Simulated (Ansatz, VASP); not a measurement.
**One calculation of Sn3Br, two programs**

```
CELL_PARAMETERS angstrom
4.66341 0.00000 0.00000
0.00000 4.66341 0.00000
0.00000 0.00000 4.66341
ATOMIC_POSITIONS crystal
Sn 0.00000 0.50000 0.50000
Sn 0.50000 0.50000 0.00000
Sn 0.50000 0.00000 0.50000
Br 0.00000 0.00000 0.00000
```

Change from the starting cell: species swapped into the LuTl3 type (Pm-3m, No. 221).

Alike in both runs: task single point; functional PBE; k mesh 4 × 4 × 4; occupations gaussian, width 0.1 eV; no spin polarisation.

```csv
,VASP,Ansatz
version,VASP 6.6.1,Ansatz 0.2.0
potentials or method,"VASP PAW PBE potentials, release 64 (Sn_d, Br), cutoff 520 eV","scalar-relativistic, plane waves, PAW"
valence electrons in the cell,49,49
```

|  | VASP | Ansatz | Ansatz less VASP |
| --- | --- | --- | --- |
| gap on the k mesh at the Fermi level (eV) | none | none | - |
| pressure (GPa) | 5.7 | 5.8 | +0.04 |

A gap of «none» marks a metal or a gap that the smearing closes. With one functional, cell and mesh, what is left measures potentials, basis and numerics.
